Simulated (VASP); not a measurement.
Here is a VASP 6.6.1 calculation.

INCAR

```
SYSTEM = CdBi3O
  PREC = Accurate
  ENCUT = 600
  EDIFF = 1E-6
  ISMEAR = 0
  SIGMA = 0.1
  LREAL = .FALSE.
  LASPH = .TRUE.
  NELM = 120
  ALGO = Normal
  ISIF = 2
  LWAVE = .FALSE.
  LCHARG = .TRUE.
  GGA = PE
  LELF = .TRUE.
  LVHAR = .TRUE.
  NBANDS = 40
  GGA_COMPAT = .FALSE.
```

Contents of KPOINTS:

```
regular mesh
0
G
  8 8 8
  0 0 0
```

File POSCAR:

```
CdBi3O
1.0
    5.0223806027      0.0000000000      0.0000000000
    0.0000000000      5.0223806027      0.0000000000
    0.0000000000      0.0000000000      5.0223806027
Cd Bi O
1 3 1
Direct
    0.5000000000      0.5000000000      0.5000000000
    0.5000000000      0.0000000000      0.0000000000
    0.0000000000      0.5000000000      0.0000000000
    0.0000000000      0.0000000000      0.5000000000
    0.0000000000      0.0000000000      0.0000000000
```

Potentials or basis: VASP PAW PBE potentials, release 64 (Cd, Bi_d, O).

Command:

```sh
$ cat potpaw_PBE.64/Cd/POTCAR potpaw_PBE.64/Bi_d/POTCAR potpaw_PBE.64/O/POTCAR > POTCAR
$ mpirun -np 1 vasp_std > vasp.out
```

**Question.** Predict the pressure.

**Answer.** 0.0 GPa.

**Question.** What does it give for the band gap on the k mesh?

**Answer.** Zero (an odd number of electrons rules out a gap without spin polarisation).

Caveat: spin-orbit coupling is left out, which moves the levels of the heavy elements.
